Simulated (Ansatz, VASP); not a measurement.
HF: VASP beside Ansatz

```
F H
1.0
     6.97953    0.00000    0.00000
     0.00000    6.97953    0.00000
     0.00000    0.00000    6.97953
F H
10 10
Direct
  0.53387 0.16969 0.20028
  0.61432 0.46566 0.61666
  0.19151 0.47420 0.38094
  0.73069 0.59083 0.31016
  0.94096 0.22275 0.43028
  0.98559 0.83683 0.88465
  0.19546 0.05324 0.08067
  0.42188 0.59261 0.12204
  0.78679 0.95643 0.61533
  0.39066 0.66155 0.79071
  0.42001 0.11541 0.14988
  0.66478 0.51284 0.49319
  0.26380 0.50421 0.26776
  0.62380 0.58909 0.22218
  0.04523 0.31014 0.40307
  0.90906 0.88496 0.77761
  0.12234 0.97196 0.99408
  0.40716 0.62080 0.97979
  0.84519 0.05879 0.54229
  0.48182 0.58419 0.71174
```

Alike in both runs: functional PBE; k mesh 1 × 1 × 1; occupations fermi-dirac, width 0.05 eV; no spin polarisation.

Ansatz relaxed the structure, and its values are those at the end. VASP's run is a single point on that final structure, the one shown.

|  | VASP | Ansatz |
| --- | --- | --- |
| version | VASP 6.6.1 | Ansatz 0.2.0 |
| potentials or method | VASP PAW PBE potentials, release 64 (F_h, H_h), cutoff 1010 eV | scalar-relativistic, plane waves, PAW |
| valence electrons in the cell | 80 | 80 |

```tsv
	VASP	Ansatz	Ansatz less VASP
gap on the k mesh at the Fermi level (eV)	6.75	6.75	+0.004
rms of the force components (eV/Å)	0.053	0.050	-0.0028
```

Ansatz's warnings: xc potential rough in thin density.
